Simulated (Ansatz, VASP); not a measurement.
## AlO2 in VASP and in Ansatz

Contents of INCAR:

```
SYSTEM = AlO2
ALGO     = Normal         ! electronic algorithm
EDIFF    = 1E-6           ! SCF threshold, eV
ENCUT    = 520            ! plane-wave cutoff, eV
GGA      = PE             ! functional
ISIF     = 2              ! what is computed and relaxed
ISMEAR   = 0              ! smearing method
LASPH    = .True.         ! aspherical terms in the spheres
LCHARG   = .False.        ! write CHGCAR
LREAL    = .False.        ! projectors in reciprocal space
LWAVE    = .False.        ! write WAVECAR
NBANDS   = 24             ! bands
NELM     = 60             ! most SCF steps
PREC     = Accurate       ! precision mode
SIGMA    = 0.1            ! smearing width, eV
```

Contents of KPOINTS:

```
k-points
0
Gamma
  4 4 4
  0 0 0
```

Contents of POSCAR:

```
AlO2
1.0
    0.0000000000      3.3952700600      3.3952700600
    3.3952700600      0.0000000000      3.3952700600
    3.3952700600      3.3952700600      0.0000000000
Al O
2 4
Direct
    0.2500000000      0.2500000000      0.2500000000
    0.0000000000      0.0000000000      0.0000000000
    0.6250000000      0.1250000000      0.6250000000
    0.6250000000      0.6250000000      0.1250000000
    0.1250000000      0.6250000000      0.6250000000
    0.6250000000      0.6250000000      0.6250000000
```

Input for Ansatz:

```yaml
crystal:
  lattice:
    - [0.0, 3.39527006, 3.39527006]
    - [3.39527006, 0.0, 3.39527006]
    - [3.39527006, 3.39527006, 0.0]
  atoms:
    - { symbol: Al, position: [0.25, 0.25, 0.25] }
    - { symbol: Al, position: [0.0, 0.0, 0.0] }
    - { symbol: O, position: [0.625, 0.125, 0.625] }
    - { symbol: O, position: [0.625, 0.625, 0.125] }
    - { symbol: O, position: [0.125, 0.625, 0.625] }
    - { symbol: O, position: [0.625, 0.625, 0.625] }
basis:
  ecutwfc: 420
kpoints:
  mp_grid: { grid: [4, 4, 4] }
hamiltonian:
  xc: pbe
scf:
  occupations: { method: gaussian, width: 0.1 }
  lower_state_search: "off"
output:
  forces: true
  stress: true
  eigenvalues: true
```

Change from the starting cell: species swapped into the TiBe2 type (Fd-3m, No. 227).

Alike in both runs: task single point; functional PBE; k mesh 4 × 4 × 4; occupations gaussian, width 0.1 eV; no spin polarisation.

|  | VASP | Ansatz |
| --- | --- | --- |
| version | VASP 6.6.1 | Ansatz 0.2.0 |
| potentials or method | VASP PAW PBE potentials, release 64 (Al, O), cutoff 520 eV | scalar-relativistic, plane waves, PAW |
| valence electrons in the cell | 30 | 30 |

Ansatz gave:

| Item | Value |
| --- | --- |
| gap on the k mesh at the Fermi level (eV) | none |
| pressure (GPa) | -18.2 |

Question: Which values does VASP return?

Answer: gap on the k mesh at the Fermi level (eV): none; pressure (GPa): -18.3.

A gap of «none» marks a metal or a gap that the smearing closes.

The k mesh is coarse, so the values compare programs but aren't converged.
